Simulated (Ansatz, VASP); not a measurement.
Two plane-wave programs on TePb

```xyz
2
Lattice="0.0000 3.1650 3.1650 3.1650 0.0000 3.1650 3.1650 3.1650 0.0000" Properties=species:S:1:pos:R:3 pbc="T T T"
Pb    0.0000    0.0000    0.0000
Te    3.1650    3.1650    3.1650
```

Alike in both runs: task single point; functional r2SCAN; dispersion D4; k mesh 7 × 7 × 7; occupations fermi-dirac, width 0.05 eV; no spin polarisation.

|  | VASP | Ansatz |
| --- | --- | --- |
| version | VASP 6.6.1 | Ansatz 0.2.0 |
| potentials or method | VASP PAW PBE potentials, release 64 (Pb_d, Te) | Ansatz PAW |
| plane-wave cutoff (eV) | 520 | 500 |
| valence electrons in the cell | 20 | 30 |

|  | VASP | Ansatz | Ansatz less VASP |
| --- | --- | --- | --- |
| pressure (GPa) | 4.3 | 4.3 | -0.01 |

VASP's potentials were made for PBE, not for r2SCAN. VASP's potentials hold 20 valence electrons a cell and Ansatz's 30, so a difference there can come from the potentials and not from the codes.

Spin-orbit coupling is off throughout.
